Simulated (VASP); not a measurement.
# MnO2 (fluorite type) (Fm-3m) in VASP: further runs

The runs below take MnO2 (fluorite type) through single point, with r2SCAN, PBE.

All numbers are computed with VASP 6.6.1; they aren't measurements. Logs are shortened: lines on timing, memory, paths and dates and some standing lists are left out, and cuts for length are marked.

## Step 1: The cell of the first run

The structure is cubic, space group Fm-3m (No. 225). Conventional cell: a = 4.681 Å, b = 4.681 Å, c = 4.681 Å, α = 90.00°, β = 90.00°, γ = 90.00°. Mn (site symmetry m-3m) has 8 O at 2.03 Å within 2.7 Å. Within 2.7 Å of O (site symmetry -43m) lie 4 Mn at 2.03 Å and 6 O at 2.34 Å.

## Step 2: Single point, r2SCAN

The input, POSCAR:

```
MnO2
1.0
    0.0000000000      2.3402932454      2.3402932454
    2.3402932454      0.0000000000      2.3402932454
    2.3402932454      2.3402932454      0.0000000000
Mn O
1 2
Direct
    0.0000000000      0.0000000000      0.0000000000
    0.2500000000      0.2500000000      0.2500000000
    0.7500000000      0.7500000000      0.7500000000
```

The input, INCAR.step1:

```
PREC = Accurate
ENCUT = 520
ISMEAR = -1
SIGMA = 0.1
LREAL = False
LASPH = True
NELM = 60
NBANDS = 20
GGA = PE
ALGO = Normal
EDIFF = 1E-4
LWAVE = True
LCHARG = False
```

The input, INCAR.step2:

```
PREC = Accurate
ENCUT = 520
EDIFF = 1E-7
ISMEAR = -1
SIGMA = 0.1
LREAL = False
LASPH = True
NELM = 60
ALGO = Normal
ISIF = 2
LWAVE = False
LCHARG = False
METAGGA = R2SCAN
LMIXTAU = True
NBANDS = 20
ISTART = 1
```

The input, KPOINTS:

```
Automatic mesh
0
Gamma
  13 13 13
```

Potentials or basis: VASP PAW PBE potentials, release 64 (Mn_pv, O).

On the command line:

```bash
cat potpaw_PBE.64/Mn_pv/POTCAR potpaw_PBE.64/O/POTCAR > POTCAR
cp INCAR.step1 INCAR
mpirun -np 1 vasp_std > vasp.out
cp INCAR.step2 INCAR
mpirun -np 1 vasp_std > vasp.out
```

OUTCAR:

```text
PREC = Accurate
   ENCUT = 520
   EDIFF = 1E-7
   ISMEAR = -1
   LREAL = False
   LASPH = True
   NELM = 60
   ISIF = 2
   METAGGA = R2SCAN
   ISTART = 1

 ion  position               nearest neighbor table
   1  0.000  0.000  0.000-   3 2.03   3 2.03   3 2.03   2 2.03   3 2.03   2 2.03   2 2.03   2 2.03

   2  0.250  0.250  0.250-   1 2.03   1 2.03   1 2.03   1 2.03
   3  0.750  0.750  0.750-   1 2.03   1 2.03   1 2.03   1 2.03

  LATTYP: Found a face centered cubic cell.
 ALAT       =     4.6805864908

  Lattice vectors:

 A1 = (   0.0000000000,   2.3402932454,   2.3402932454)
 A2 = (   2.3402932454,   0.0000000000,   2.3402932454)
 A3 = (   2.3402932454,   2.3402932454,   0.0000000000)

Analysis of symmetry for initial positions (statically):
=====================================================================
 Subroutine PRICEL returns:
 Original cell was already a primitive cell.

 Routine SETGRP: Setting up the symmetry group for a
 face centered cubic supercell.

 Subroutine GETGRP returns: Found 48 space group operations
 (whereof 48 operations were pure point group operations)
 out of a pool of 48 trial point group operations.

The static configuration has the point symmetry O_h .

Analysis of symmetry for dynamics (positions and initial velocities):
=====================================================================
 Subroutine PRICEL returns:
 Original cell was already a primitive cell.

 Routine SETGRP: Setting up the symmetry group for a
 face centered cubic supercell.

 Subroutine GETGRP returns: Found 48 space group operations
 (whereof 48 operations were pure point group operations)
 out of a pool of 48 trial point group operations.

The dynamic configuration has the point symmetry O_h .

 Subroutine INISYM returns: Found 48 space group operations
 (whereof 48 operations are pure point group operations),
 and found     1 'primitive' translations

----------------------------------------------------------------------------------------

                                     Primitive cell

  volume of cell :      25.6354

  direct lattice vectors                    reciprocal lattice vectors
     0.000000000  2.340293245  2.340293245    -0.213648440  0.213648440  0.213648440
     2.340293245  0.000000000  2.340293245     0.213648440 -0.213648440  0.213648440
     2.340293245  2.340293245  0.000000000     0.213648440  0.213648440 -0.213648440

  length of vectors
     3.309674448  3.309674448  3.309674448     0.370049952  0.370049952  0.370049952

  position of ions in fractional coordinates (direct lattice)
     0.000000000  0.000000000  0.000000000
     0.250000000  0.250000000  0.250000000
     0.750000000  0.750000000  0.750000000

  ion indices of the primitive-cell ions
   primitive index   ion index
                 1           1
                 2           2
                 3           3

----------------------------------------------------------------------------------------

 KPOINTS: Automatic mesh

Automatic generation of k-mesh.
 Grid dimensions read from file:
 generate k-points for:   13   13   13

 Generating k-lattice:

  Cartesian coordinates                     Fractional coordinates (reciprocal lattice)
    -0.016434495  0.016434495  0.016434495     0.076923077  0.000000000  0.000000000
     0.016434495 -0.016434495  0.016434495     0.000000000  0.076923077  0.000000000
     0.016434495  0.016434495 -0.016434495     0.000000000  0.000000000  0.076923077

  Length of vectors
     0.028465381  0.028465381  0.028465381

  Shift w.r.t. Gamma in fractional coordinates (k-lattice)
     0.000000000  0.000000000  0.000000000

 Subroutine IBZKPT returns following result:
 ===========================================

 Found     84 irreducible k-points:

 Following reciprocal coordinates:
            Coordinates               Weight
  0.000000  0.000000  0.000000      1.000000
  0.076923  0.000000  0.000000      8.000000
  0.153846  0.000000  0.000000      8.000000
  0.230769  0.000000  0.000000      8.000000
  0.307692  0.000000  0.000000      8.000000
  0.384615  0.000000  0.000000      8.000000
[... 16 lines left out ...]
  0.384615  0.153846  0.000000     24.000000
  0.461538  0.153846  0.000000     24.000000
 [... further k-points ...]
   k-points           NKPTS =     84   k-points in BZ     NKDIM =     84   number of bands    NBANDS=     20
   number of dos      NEDOS =    301   number of ions     NIONS =      3
   total plane-waves  NPLWV =  21952
   dimension x,y,z NGX =    28 NGY =   28 NGZ =   28
   dimension x,y,z NGXF=    56 NGYF=   56 NGZF=   56
   ions per type =               1   2
   NGX,Y,Z   is equivalent  to a cutoff of  14.06, 14.06, 14.06 a.u.
   NGXF,Y,Z  is equivalent  to a cutoff of  28.13, 28.13, 28.13 a.u.
 SYSTEM =  unknown system
   PREC   = accura    normal or accurate (medium, high low for compatibility)
   ISTART =      1    job   : 0-new  1-cont  2-samecut
   ICHARG =      0    charge: 1-file 2-atom 10-const
   ISPIN  =      1    spin polarized calculation?
   LNONCOLLINEAR =      F non collinear calculations
   LSORBIT =      F    spin-orbit coupling
   LASPH  =      T    aspherical Exc in radial PAW
   ENCUT  =  520.0 eV  38.22 Ry    6.18 a.u.   6.15  6.15  6.15*2*pi/ulx,y,z
   NELM   =     60;   NELMIN=  2; NELMDL=  0     # of ELM steps
   EDIFF  = 0.1E-06   stopping-criterion for ELM
   LREAL  =      F    real-space projection
   EDIFFG = 0.1E-05   stopping-criterion for IOM
   NSW    =      0    number of steps for IOM
   IBRION =     -1    ionic relax: 0-MD 1-quasi-New 2-CG
   NFREE  =      0    steps in history (QN), initial steepest desc. (CG)
   ISIF   =      2    stress and relaxation
   ISYM   =      2    0-nonsym 1-usesym 2-fastsym
   POTIM  = 0.5000    time-step for ionic-motion
   TEBEG  =    0.0;   TEEND  =   0.0 temperature during run
   PSTRESS=    0.0 pullay stress
   NELECT =      25.0000    total number of electrons
   NUPDOWN=      -1.0000    fix difference up-down
   EMIN   =  10.00;   EMAX   =-10.00  energy-range for DOS
   EFERMI =   0.00;   METHOD = LEGACY
   ISMEAR =    -1;   SIGMA  =   0.10  broadening in eV -4-tet -1-fermi 0-gaus
   EFERMI_NEDOS =   21; number of points for ismear=-14 and -15
   IALGO  =     38    algorithm
   IMIX   =      4    mixing-type and parameters
     AMIX     =   0.40;   BMIX     =  1.00
     AMIX_MAG =   1.60;   BMIX_MAG =  1.00
  volume/ion in A,a.u.               =       8.55        57.67
  Fermi-wavevector in a.u.,A,eV,Ry     =   1.623459  3.067892 35.859758  2.635618
  Thomas-Fermi vector in A             =   2.716905
   LORBIT       =      0    0 simple, 1 ext, 2 COOP (PROOUT), +10 PAW based schemes
   METAGGA = R2SCAN    functional components
   LHFCALC =     F    Hartree Fock is set to
   AEXX    =    0.0000 exact exchange contribution
   IVDW    =     0    specifies the selected vdW correction
   LEPSILON=     F    determine dielectric tensor
   LRPA    =     F    only Hartree local field effects (RPA)
 non-spin polarized calculation
  energy-cutoff  :      520.00
  volume of cell :       25.64
 maximum number of plane-waves:       702
 NGX is ok and might be reduce to    28
   NGX = 13   NGY = 13   NGZ = 13

 number of electron      24.9999995 magnetization

 Free energy of the ion-electron system (eV)
  ---------------------------------------------------
  ext. energy  EPLUGINS =         0.00000000
  ---------------------------------------------------
  free energy    TOTEN  =       -30.08650620 eV

  energy without entropy =      -29.94682753  energy(sigma->0) =      -30.01666687

 E-fermi :   6.0879     XC(G=0): -13.5319

 val. band max:        6.0869353876   @ k =  -0.4615   0.3077   0.0769
 cond. band min:       6.0974180440   @ k =   0.4615   0.2308   0.0000
 fundamental gap:      0.0104826564
 Fermi energy:         6.0879143125

 k-point     1 :       0.0000    0.0000    0.0000
  band No.  band energies     occupation
      1     -44.0645      2.00000
      2     -44.0642      2.00000
      3     -44.0642      2.00000
      4     -15.4813      2.00000
      5     -10.9338      2.00000
      6      -0.3411      2.00000
[... 12 lines left out ...]
     19      20.4975      0.00000
     20      20.4978      0.00000

 k-point     2 :       0.0769    0.0000    0.0000
  band No.  band energies     occupation
      1     -44.0671      2.00000
      2     -44.0648      2.00000
      3     -44.0646      2.00000
      4     -15.4129      2.00000
      5     -11.0256      2.00000
      6      -0.2890      2.00000
[... 12 lines left out ...]
     19      20.6957      0.00000
     20      20.6958      0.00000

 k-point     3 :       0.1538    0.0000    0.0000
  band No.  band energies     occupation
      1     -44.0749      2.00000
      2     -44.0659      2.00000
      3     -44.0657      2.00000
      4     -15.2128      2.00000
      5     -11.2806      2.00000
      6      -0.1395      2.00000
[... 12 lines left out ...]
     19      21.2709      0.00000
     20      21.2710      0.00000

 k-point     4 :       0.2308    0.0000    0.0000
  band No.  band energies     occupation
      1     -44.0858      2.00000
      2     -44.0675      2.00000
      3     -44.0673      2.00000
      4     -14.8996      2.00000
      5     -11.6488      2.00000
      6       0.0854      2.00000
[... 12 lines left out ...]
     19      22.1703      0.00000
     20      22.1704      0.00000

 k-point     5 :       0.3077    0.0000    0.0000
  band No.  band energies     occupation
      1     -44.0973      2.00000
      2     -44.0692      2.00000
      3     -44.0689      2.00000
      4     -14.5007      2.00000
      5     -12.0797      2.00000
      6       0.3461      2.00000
[... 12 lines left out ...]
     19      23.3113      0.00000
     20      23.3115      0.00000

 k-point     6 :       0.3846    0.0000    0.0000
  band No.  band energies     occupation
      1     -44.1069      2.00000
      2     -44.0706      2.00000
      3     -44.0703      2.00000
      4     -14.0513      2.00000
      5     -12.5365      2.00000
      6       0.5834      2.00000
[... 12 lines left out ...]
     19      24.5665      0.00000
     20      24.5667      0.00000

 k-point     7 :       0.4615    0.0000    0.0000
  band No.  band energies     occupation
      1     -44.1123      2.00000
      2     -44.0713      2.00000
      3     -44.0711      2.00000
      4     -13.6102      2.00000
      5     -12.9752      2.00000
      6       0.7275      2.00000
[... 12 lines left out ...]
     19      25.6539      0.00000
     20      25.6541      0.00000
[... 277 lines left out ...]
 k-point    20 :       0.1538    0.1538    0.0000
  band No.  band energies     occupation
      1     -44.0754      2.00000
      2     -44.0679      2.00000
      3     -44.0678      2.00000
      4     -15.1274      2.00000
      5     -11.3662      2.00000
      6      -0.2252      2.00000
[... 12 lines left out ...]
     19      21.8147      0.00000
     20      21.8147      0.00000

 k-point    21 :       0.2308    0.1538    0.0000
  band No.  band energies     occupation
      1     -44.0825      2.00000
      2     -44.0696      2.00000
      3     -44.0695      2.00000
      4     -14.9015      2.00000
      5     -11.6089      2.00000
      6      -0.1206      2.00000
[... 12 lines left out ...]
     19      22.4528      0.00000
     20      22.5508      0.00000

 k-point    22 :       0.3077    0.1538    0.0000
  band No.  band energies     occupation
      1     -44.0918      2.00000
      2     -44.0717      2.00000
      3     -44.0714      2.00000
      4     -14.5790      2.00000
      5     -11.9370      2.00000
      6       0.0598      2.00000
[... 12 lines left out ...]
     19      23.1548      0.00000
     20      23.5029      0.00000

 k-point    23 :       0.3846    0.1538    0.0000
  band No.  band energies     occupation
      1     -44.1007      2.00000
      2     -44.0743      2.00000
      3     -44.0727      2.00000
      4     -14.1908      2.00000
      5     -12.3128      2.00000
      6       0.1714      2.00000
[... 12 lines left out ...]
     19      23.9201      0.00000
     20      24.5743      0.00000

 k-point    24 :       0.4615    0.1538    0.0000
  band No.  band energies     occupation
      1     -44.1071      2.00000
      2     -44.0768      2.00000
      3     -44.0733      2.00000
      4     -13.7734      2.00000
      5     -12.7106      2.00000
      6       0.0932      2.00000
[... 12 lines left out ...]
     19      24.6733      0.00000
     20      25.6179      0.00000

 [... further k-points ...]
[... 5 lines left out ...]
  --------------------------------------------------------------------------------------
  -------------------------------------------------------------------------------------
  Total       -2.6246617     -2.6246617     -2.6246617     -0.0000000      0.0000000     -0.0000000
  in kB     -164.0374777   -164.0374777   -164.0374777     -0.0000000      0.0000000     -0.0000000
  external PRESSURE =    -164.0374777 kB  Pullay stress =       0.0000000 kB

 VOLUME and BASIS-vectors are now :
 -----------------------------------------------------------------------------
  energy-cutoff  :      520.00
  volume of cell :       25.64
      direct lattice vectors                 reciprocal lattice vectors
     0.000000000  2.340293245  2.340293245    -0.213648440  0.213648440  0.213648440
     2.340293245  0.000000000  2.340293245     0.213648440 -0.213648440  0.213648440
     2.340293245  2.340293245  0.000000000     0.213648440  0.213648440 -0.213648440

 POSITION                                       TOTAL-FORCE (eV/Angst)
 -----------------------------------------------------------------------------------
      0.00000      0.00000      0.00000         0.000000     -0.000000      0.000000
      1.17015      1.17015      1.17015        -0.000000     -0.000000     -0.000000
      3.51044      3.51044      3.51044         0.000000      0.000000      0.000000
 -----------------------------------------------------------------------------------
    total drift:                               -0.000000     -0.000000      0.000000

  FREE ENERGIE OF THE ION-ELECTRON SYSTEM (eV)
  ---------------------------------------------------
  free  energy   TOTEN  =       -30.0865061995 eV

  energy  without entropy=      -29.9468275318  energy(sigma->0) =      -30.01666687
```

Wall time 6.5 min (1 thread of Intel Xeon 8259CL, shared host); peak memory 0.19 GiB.

Results:

```yaml
Free_energy: -30.0865 eV
Pressure: -16.4 GPa
Band_gap_on_the_k_mesh: zero (an odd number of electrons rules out a gap without spin polarisation)
```

Caveat: the cell stands under tension; the PAW data sets were made with another functional, which shifts forces and pressure a little; an odd number of electrons without spin polarisation forces a metal; a magnetic or distorted state may lie lower; the run has no spin polarisation, though such a crystal can be magnetic; semilocal functionals often make such compounds metallic where correlation or magnetic order opens a gap, which also shifts bond lengths.

## Step 3: Single point, r2SCAN

POSCAR is that of step 2.

The input, INCAR.step1:

```
SYSTEM = MnO2
PREC = Accurate ; ENCUT = 520
ISMEAR = -1 ; SIGMA = 0.1
LREAL = .False. ; LASPH = .True.
NELM = 100 ; NBANDS = 20
GGA = PE ; ALGO = Normal
EDIFF = 1E-4 ; LWAVE = .True.
LCHARG = .False.
```

The input, INCAR.step2:

```
SYSTEM = MnO2
PREC = Accurate ; ENCUT = 520
EDIFF = 1E-6 ; ISMEAR = -1
SIGMA = 0.1 ; LREAL = .False.
LASPH = .True. ; NELM = 100
ALGO = Normal ; ISIF = 2
LWAVE = .False. ; LCHARG = .True.
METAGGA = R2SCAN ; LMIXTAU = .True.
LELF = .True. ; LVHAR = .True.
NBANDS = 20 ; ISTART = 1
```

The input, KPOINTS:

```
Automatic mesh
0
Gamma
  13 13 13
  0 0 0
```

Potentials or basis: VASP PAW PBE potentials, release 64 (Mn_pv, O).

On the command line:

```bash
cat potpaw_PBE.64/Mn_pv/POTCAR potpaw_PBE.64/O/POTCAR > POTCAR
cp INCAR.step1 INCAR
mpirun -np 1 vasp_std > vasp.out
cp INCAR.step2 INCAR
mpirun -np 1 vasp_std > vasp.out
```

It took 6.4 min on 1 thread of Intel Xeon 8259CL, shared host; peak memory 0.19 GiB.

It converged, with:

| Quantity | Value |
| --- | --- |
| Free energy | -30.0865 eV |
| Pressure | -16.4 GPa |
| Band gap on the k mesh | zero (an odd number of electrons rules out a gap without spin polarisation) |

Levels at points of the mesh, in eV from the Fermi level:
| k point | band 10 | band 11 | band 12 | band 13 | band 14 | band 15 | band 16 | band 17 |
| --- | --- | --- | --- | --- | --- | --- | --- | --- |
| (0.00, 0.00, 0.00) | -1.12 | -1.12 | -0.79 | -0.79 | 3.30 | 3.30 | 3.30 | 8.54 |

Caveat: the cell stands under tension; the PAW data sets were made with another functional, which shifts forces and pressure a little; an odd number of electrons without spin polarisation forces a metal; a magnetic or distorted state may lie lower; the run has no spin polarisation, though such a crystal can be magnetic; semilocal functionals often make such compounds metallic where correlation or magnetic order opens a gap, which also shifts bond lengths. Spin polarisation is off, so any magnetic state and its effect on volume and gap are missing.

(Part 1 of 2 ends here.)
